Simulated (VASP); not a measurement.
# YbC (P-6m2) in VASP: single point with PBE+U

Aim: the single point of YbC with PBE+U.

Program: VASP 6.6.1. These are calculated values, not measurements. Logs are shortened: lines on timing, memory, paths and dates and some standing lists are left out, and cuts for length are marked.

### 1 The cell of the first run

Symmetry: P-6m2, No. 187, hexagonal system. Conventional cell: a = 3.495 Å, b = 3.495 Å, c = 3.181 Å, α = 90.00°, β = 90.00°, γ = 120.00°. Yb (site symmetry -6m2) has 6 C at 2.57 Å and 8 Yb at 3.18 to 3.49 Å within 3.5 Å. C (site symmetry -6m2) has 6 Yb at 2.57 Å and 8 C at 3.18 to 3.49 Å within 3.5 Å.

### 2 Single point, PBE+U, collinear spin

The input, INCAR:

```
PREC = Accurate ; ENCUT = 520
EDIFF = 1E-6 ; ISMEAR = 0
SIGMA = 0.05 ; LREAL = F
LASPH = T ; NELM = 150
ALGO = Normal ; ISIF = 2
LWAVE = F ; LCHARG = F
ISPIN = 2 ; MAGMOM = 0.05 0
LORBIT = 11 ; LMAXMIX = 6
LDAU = T ; LDAUTYPE = 2
LDAUL = 3 -1 ; LDAUU = 6 0
LDAUJ = 0 0 ; LDAUPRINT = 1
GGA = PE ; NBANDS = 25
```

The input, KPOINTS:

```
regular mesh
0
Gamma
  6 6 6
```

The input, POSCAR:

```
YbC
1.0
    3.4949765221      0.0000000000      0.0000000000
   -1.7474882610      3.0267384538      0.0000000000
    0.0000000000      0.0000000000      3.1806521287
Yb C
1 1
Direct
    0.0000000000      0.0000000000      0.0000000000
    0.6666666667      0.3333333333      0.5000000000
```

Potentials or basis: VASP PAW PBE potentials, release 64 (Yb, C).

Started as:

```console
cat potpaw_PBE.64/Yb/POTCAR potpaw_PBE.64/C/POTCAR > POTCAR
mpirun -np 1 vasp_std > vasp.out
```

OUTCAR:

```text
PREC = Accurate
   ENCUT = 520
   EDIFF = 1E-6
   ISMEAR = 0
   LREAL = F
   LASPH = T
   NELM = 150
   ISIF = 2
   ISPIN = 2
   LORBIT = 11
   GGA = PE

 ion  position               nearest neighbor table
   1  0.000  0.000  0.000-   2 2.57   2 2.57   2 2.57   2 2.57   2 2.57   2 2.57
   2  0.667  0.333  0.500-   1 2.57   1 2.57   1 2.57   1 2.57   1 2.57   1 2.57

  LATTYP: Found a hexagonal cell.
 ALAT       =     3.4949765221
 C/A-ratio  =     0.9100639471

  Lattice vectors:

 A1 = (   3.4949765221,   0.0000000000,   0.0000000000)
 A2 = (  -1.7474882610,   3.0267384538,   0.0000000000)
 A3 = (   0.0000000000,   0.0000000000,   3.1806521287)

Analysis of symmetry for initial positions (statically):
=====================================================================
 Subroutine PRICEL returns:
 Original cell was already a primitive cell.

 Routine SETGRP: Setting up the symmetry group for a
 hexagonal supercell.

 Subroutine GETGRP returns: Found 12 space group operations
 (whereof 12 operations were pure point group operations)
 out of a pool of 24 trial point group operations.

The static configuration has the point symmetry D_3h.

Analysis of symmetry for dynamics (positions and initial velocities):
=====================================================================
 Subroutine PRICEL returns:
 Original cell was already a primitive cell.

 Routine SETGRP: Setting up the symmetry group for a
 hexagonal supercell.

 Subroutine GETGRP returns: Found 12 space group operations
 (whereof 12 operations were pure point group operations)
 out of a pool of 24 trial point group operations.

The dynamic configuration has the point symmetry D_3h.

Analysis of structural, dynamic, and magnetic symmetry:
=====================================================================
 Subroutine PRICEL returns:
 Original cell was already a primitive cell.

 Routine SETGRP: Setting up the symmetry group for a
 hexagonal supercell.

 Subroutine GETGRP returns: Found 12 space group operations
 (whereof 12 operations were pure point group operations)
 out of a pool of 24 trial point group operations.

The overall configuration has the point symmetry D_3h.

 Subroutine INISYM returns: Found 12 space group operations
 (whereof 12 operations are pure point group operations),
 and found     1 'primitive' translations

----------------------------------------------------------------------------------------

                                     Primitive cell

  volume of cell :      33.6461

  direct lattice vectors                    reciprocal lattice vectors
     3.494976522  0.000000000  0.000000000     0.286124955  0.165194320  0.000000000
    -1.747488261  3.026738454  0.000000000     0.000000000  0.330388640  0.000000000
     0.000000000  0.000000000  3.180652129     0.000000000  0.000000000  0.314400934

  length of vectors
     3.494976522  3.494976522  3.180652129     0.330388640  0.330388640  0.314400934

  position of ions in fractional coordinates (direct lattice)
     0.000000000  0.000000000  0.000000000
     0.666666667  0.333333333  0.500000000

  ion indices of the primitive-cell ions
   primitive index   ion index
                 1           1
                 2           2

----------------------------------------------------------------------------------------

 KPOINTS: regular mesh

Automatic generation of k-mesh.
 Grid dimensions read from file:
 generate k-points for:    6    6    6

 Generating k-lattice:
[... 61 lines left out ...]
   NELM   =    150;   NELMIN=  2; NELMDL= -5     # of ELM steps
   EDIFF  = 0.1E-05   stopping-criterion for ELM
   LREAL  =      F    real-space projection
   EDIFFG = 0.1E-04   stopping-criterion for IOM
   NSW    =      0    number of steps for IOM
   IBRION =     -1    ionic relax: 0-MD 1-quasi-New 2-CG
   NFREE  =      0    steps in history (QN), initial steepest desc. (CG)
   ISIF   =      2    stress and relaxation
   ISYM   =      2    0-nonsym 1-usesym 2-fastsym
   POTIM  = 0.5000    time-step for ionic-motion
   TEBEG  =    0.0;   TEEND  =   0.0 temperature during run
   PSTRESS=    0.0 pullay stress
   NELECT =      28.0000    total number of electrons
   NUPDOWN=      -1.0000    fix difference up-down
   EMIN   =  10.00;   EMAX   =-10.00  energy-range for DOS
   EFERMI =   0.00;   METHOD = LEGACY
   ISMEAR =     0;   SIGMA  =   0.05  broadening in eV -4-tet -1-fermi 0-gaus
   EFERMI_NEDOS =   21; number of points for ismear=-14 and -15
   IALGO  =     38    algorithm
   IMIX   =      4    mixing-type and parameters
     AMIX     =   0.40;   BMIX     =  1.00
     AMIX_MAG =   1.60;   BMIX_MAG =  1.00
  volume/ion in A,a.u.               =      16.82       113.53
  Fermi-wavevector in a.u.,A,eV,Ry     =   1.539864  2.909921 32.261883  2.371181
  Thomas-Fermi vector in A             =   2.646032
   LORBIT       =     11    0 simple, 1 ext, 2 COOP (PROOUT), +10 PAW based schemes
 LDA+U is selected, type is set to LDAUTYPE =  2
   angular momentum for each species LDAUL =     3   -1
   U (eV)           for each species LDAUU =   6.0  0.0
   J (eV)           for each species LDAUJ =   0.0  0.0
   GGA     = PE    functional components
   LHFCALC =     F    Hartree Fock is set to
   AEXX    =    0.0000 exact exchange contribution
   IVDW    =     0    specifies the selected vdW correction
   LEPSILON=     F    determine dielectric tensor
   LRPA    =     F    only Hartree local field effects (RPA)
 spin polarized calculation
 Gauss-broadening in eV      SIGMA  =   0.05
  energy-cutoff  :      520.00
  volume of cell :       33.65
 maximum number of plane-waves:       936
 NGX is ok and might be reduce to    28
   NGX = 13   NGY = 13   NGZ = 11

 number of electron      28.0000009 magnetization       0.0455395

atom =   1  type =  1  l = 3

 onsite density matrix

spin component  1

  0.9907 -0.0000  0.0000 -0.0000 -0.0000 -0.0000  0.0000
 -0.0000  0.9535  0.0000 -0.0000 -0.0000  0.0000 -0.0000
  0.0000  0.0000  0.9782 -0.0000  0.0000 -0.0000  0.0000
 -0.0000 -0.0000 -0.0000  0.9837  0.0000  0.0000 -0.0000
 -0.0000 -0.0000  0.0000  0.0000  0.9782  0.0000  0.0000
 -0.0000  0.0000 -0.0000  0.0000  0.0000  0.9535  0.0000
  0.0000 -0.0000  0.0000 -0.0000  0.0000  0.0000  0.9803

spin component  2

  0.9907 -0.0000  0.0000 -0.0000 -0.0000 -0.0000  0.0000
 -0.0000  0.9524  0.0000 -0.0000 -0.0000  0.0000 -0.0000
  0.0000  0.0000  0.9784 -0.0000  0.0000 -0.0000  0.0000
 -0.0000 -0.0000 -0.0000  0.9835  0.0000  0.0000 -0.0000
 -0.0000 -0.0000  0.0000  0.0000  0.9784  0.0000  0.0000
 -0.0000  0.0000 -0.0000  0.0000  0.0000  0.9524  0.0000
  0.0000 -0.0000  0.0000 -0.0000  0.0000  0.0000  0.9805

 occupancies and eigenvectors

  o =  0.9524  v =  0.0000  0.0000  0.0000  0.0000  0.0000  0.0000  0.0000 -0.0000  0.0474 -0.0000  0.0000 -0.0000 -0.9989  0.0000      0.0000  0.0000  0.0000  0.0000  0.0000  0.0000  0.0000  0.0000  0.0000  0.0000  0.0000  0.0000  0.0000  0.0000
  o =  0.9524  v =  0.0000  0.0000  0.0000  0.0000  0.0000  0.0000  0.0000  0.0000  0.9989 -0.0000  0.0000 -0.0000  0.0474  0.0000      0.0000  0.0000  0.0000  0.0000  0.0000  0.0000  0.0000  0.0000  0.0000  0.0000  0.0000  0.0000  0.0000  0.0000
  o =  0.9535  v =  0.0000  0.1575 -0.0000 -0.0000 -0.0000  0.9875  0.0000  0.0000  0.0000  0.0000  0.0000  0.0000  0.0000  0.0000      0.0000  0.0000  0.0000  0.0000  0.0000  0.0000  0.0000  0.0000  0.0000  0.0000  0.0000  0.0000  0.0000  0.0000
  o =  0.9535  v =  0.0000  0.9875  0.0000  0.0000 -0.0000 -0.1575  0.0000  0.0000  0.0000  0.0000  0.0000  0.0000  0.0000  0.0000      0.0000  0.0000  0.0000  0.0000  0.0000  0.0000  0.0000  0.0000  0.0000  0.0000  0.0000  0.0000  0.0000  0.0000
  o =  0.9782  v = -0.0000 -0.0000  0.4850  0.0000 -0.8745 -0.0000  0.0000  0.0000  0.0000  0.0000  0.0000  0.0000  0.0000  0.0000      0.0000  0.0000  0.0000  0.0000  0.0000  0.0000  0.0000  0.0000  0.0000  0.0000  0.0000  0.0000  0.0000  0.0000
  o =  0.9782  v =  0.0000  0.0000 -0.8745  0.0000 -0.4850 -0.0000  0.0000  0.0000  0.0000  0.0000  0.0000  0.0000  0.0000  0.0000      0.0000  0.0000  0.0000  0.0000  0.0000  0.0000  0.0000  0.0000  0.0000  0.0000  0.0000  0.0000  0.0000  0.0000
  o =  0.9784  v =  0.0000  0.0000  0.0000  0.0000  0.0000  0.0000  0.0000 -0.0000  0.0000  0.4850  0.0000 -0.8745 -0.0000  0.0000      0.0000  0.0000  0.0000  0.0000  0.0000  0.0000  0.0000  0.0000  0.0000  0.0000  0.0000  0.0000  0.0000  0.0000
  o =  0.9784  v =  0.0000  0.0000  0.0000  0.0000  0.0000  0.0000  0.0000  0.0000 -0.0000 -0.8745 -0.0000 -0.4850  0.0000  0.0000      0.0000  0.0000  0.0000  0.0000  0.0000  0.0000  0.0000  0.0000  0.0000  0.0000  0.0000  0.0000  0.0000  0.0000
  o =  0.9803  v = -0.0000 -0.0000  0.0000  0.0000  0.0000  0.0000  1.0000  0.0000  0.0000  0.0000  0.0000  0.0000  0.0000  0.0000      0.0000  0.0000  0.0000  0.0000  0.0000  0.0000  0.0000  0.0000  0.0000  0.0000  0.0000  0.0000  0.0000  0.0000
  o =  0.9805  v =  0.0000  0.0000  0.0000  0.0000  0.0000  0.0000  0.0000 -0.0000 -0.0000  0.0000  0.0000  0.0000  0.0000  1.0000      0.0000  0.0000  0.0000  0.0000  0.0000  0.0000  0.0000  0.0000  0.0000  0.0000  0.0000  0.0000  0.0000  0.0000
  o =  0.9835  v =  0.0000  0.0000  0.0000  0.0000  0.0000  0.0000  0.0000 -0.0000  0.0000  0.0000 -1.0000  0.0000 -0.0000  0.0000      0.0000  0.0000  0.0000  0.0000  0.0000  0.0000  0.0000  0.0000  0.0000  0.0000  0.0000  0.0000  0.0000  0.0000
  o =  0.9837  v = -0.0000  0.0000 -0.0000 -1.0000 -0.0000 -0.0000  0.0000  0.0000  0.0000  0.0000  0.0000  0.0000  0.0000  0.0000      0.0000  0.0000  0.0000  0.0000  0.0000  0.0000  0.0000  0.0000  0.0000  0.0000  0.0000  0.0000  0.0000  0.0000
  o =  0.9907  v =  0.0000  0.0000  0.0000  0.0000  0.0000  0.0000  0.0000 -1.0000  0.0000 -0.0000  0.0000  0.0000  0.0000 -0.0000      0.0000  0.0000  0.0000  0.0000  0.0000  0.0000  0.0000  0.0000  0.0000  0.0000  0.0000  0.0000  0.0000  0.0000
  o =  0.9907  v = -1.0000  0.0000 -0.0000  0.0000  0.0000  0.0000 -0.0000  0.0000  0.0000  0.0000  0.0000  0.0000  0.0000  0.0000      0.0000  0.0000  0.0000  0.0000  0.0000  0.0000  0.0000  0.0000  0.0000  0.0000  0.0000  0.0000  0.0000  0.0000

 number of electron      28.0000009 magnetization      -0.0087352

 Free energy of the ion-electron system (eV)
  ---------------------------------------------------
  ext. energy  EPLUGINS =         0.00000000
  ---------------------------------------------------
  free energy    TOTEN  =        -9.95479054 eV

  energy without entropy =       -9.95002580  energy(sigma->0) =       -9.95240817

 E-fermi :   2.0955     XC(G=0): -11.1252

 val. band max:        2.0913998993   @ k =   0.0000   0.0000   0.0000
 cond. band min:       2.0965803413   @ k =   0.5000   0.0000   0.1667
 fundamental gap:      0.0051804420
 Fermi energy:         2.0955389994

 spin component 1

 k-point     1 :       0.0000    0.0000    0.0000
  band No.  band energies     occupation
      1     -47.6488      1.00000
      2     -19.8670      1.00000
      3     -19.8670      1.00000
      4     -19.7409      1.00000
      5      -8.1150      1.00000
      6       0.7398      1.00000
[... 1337 lines left out ...]
     24      16.9526      0.00000
     25      18.1840      0.00000

 [... further k-points ...]

------------------------ aborting loop because EDIFF is reached ----------------------------------------

  FORCE on cell =-STRESS in cart. coord.  units (eV):
  Direction    XX          YY          ZZ          XY          YZ          ZX
  --------------------------------------------------------------------------------------
  -------------------------------------------------------------------------------------
  Total       -0.6498343     -0.6498343     -0.8585672     -0.0000000      0.0000000      0.0000000
  in kB      -30.9441029    -30.9441029    -40.8836376     -0.0000000      0.0000000      0.0000000
  external PRESSURE =     -34.2572811 kB  Pullay stress =       0.0000000 kB

 VOLUME and BASIS-vectors are now :
 -----------------------------------------------------------------------------
  energy-cutoff  :      520.00
  volume of cell :       33.65
      direct lattice vectors                 reciprocal lattice vectors
     3.494976522  0.000000000  0.000000000     0.286124955  0.165194320  0.000000000
    -1.747488261  3.026738454  0.000000000     0.000000000  0.330388640  0.000000000
     0.000000000  0.000000000  3.180652129     0.000000000  0.000000000  0.314400934

 POSITION                                       TOTAL-FORCE (eV/Angst)
 -----------------------------------------------------------------------------------
      0.00000      0.00000      0.00000         0.000000     -0.000000      0.000000
      1.74749      1.00891      1.59033        -0.000000      0.000000      0.000000
 -----------------------------------------------------------------------------------
    total drift:                                0.000000     -0.000000      0.000000

  FREE ENERGIE OF THE ION-ELECTRON SYSTEM (eV)
  ---------------------------------------------------
  free  energy   TOTEN  =        -9.9547905418 eV

  energy  without entropy=       -9.9500257965  energy(sigma->0) =       -9.95240817

 total charge

# of ion       s       p       d       f       tot
--------------------------------------------------
    1        2.164   6.088   0.448  13.625  22.324
    2        0.931   1.270   0.000   0.000   2.202
--------------------------------------------------
tot          3.095   7.358   0.448  13.625  24.526

 magnetization (x)

# of ion       s       p       d       f       tot
--------------------------------------------------
    1        0.000  -0.001  -0.000   0.002   0.001
    2       -0.000  -0.005   0.000   0.000  -0.005
--------------------------------------------------
tot         -0.000  -0.006  -0.000   0.002  -0.005
```

Wall time 3 min (1 thread of Intel Xeon 8259CL, shared host); peak memory 0.2 GiB.

Results:

```
Free energy                                           : -9.9548 eV
Pressure                                              : -3.4 GPa
Band gap on the k mesh                                : zero (filled and empty bands overlap)
Net moment                                            : -0.01 μB per cell
Valence electrons inside the program's atomic spheres : Yb 22.32; C 2.20
```

Stress tensor (GPa, compression positive):
```
-3.09  0.00  0.00
 0.00 -3.09  0.00
 0.00  0.00 -4.09
```

Eigenvalues of the final occupation matrices:
```csv
site,spin,trace,eigenvalues
site 1 f,1,6.82,0.95 0.95 0.98 0.98 0.98 0.98 0.99
site 1 f,2,6.82,0.95 0.95 0.98 0.98 0.98 0.98 0.99
```

Caveat: the cell stands under tension; spin-orbit coupling is left out, which moves the levels of the heavy elements.
